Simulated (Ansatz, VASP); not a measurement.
TiN: VASP beside Ansatz

```xyz
2
Lattice="0.0000 2.1238 2.1238 2.1238 0.0000 2.1238 2.1238 2.1238 0.0000" Properties=species:S:1:pos:R:3 pbc="T T T"
Ti    2.1238    2.1238    2.1238
N     0.0000    0.0000    0.0000
```

Alike in both runs: task single point; functional PBE; k mesh 8 × 8 × 8; occupations gaussian, width 0.05 eV; collinear spin.

```csv
,VASP,Ansatz
version,VASP 6.6.1,Ansatz 0.2.0
potentials or method,"VASP PAW PBE potentials, release 64 (Ti_sv, N), cutoff 520 eV","scalar-relativistic, plane waves, PAW"
valence electrons in the cell,17,17
```

```csv
,VASP,Ansatz,Ansatz less VASP
gap on the k mesh at the Fermi level (eV),none,none,-
pressure (GPa),0.5,0.1,-0.46
net moment per atom (μB),0.05,0.05,+0.001
size of the moment on the site where the two differ most (μB),0.07,0.06,-0.013
```

Site moments also hang on the region over which each program counts them. A gap of «none» marks a metal or a gap that the smearing closes.
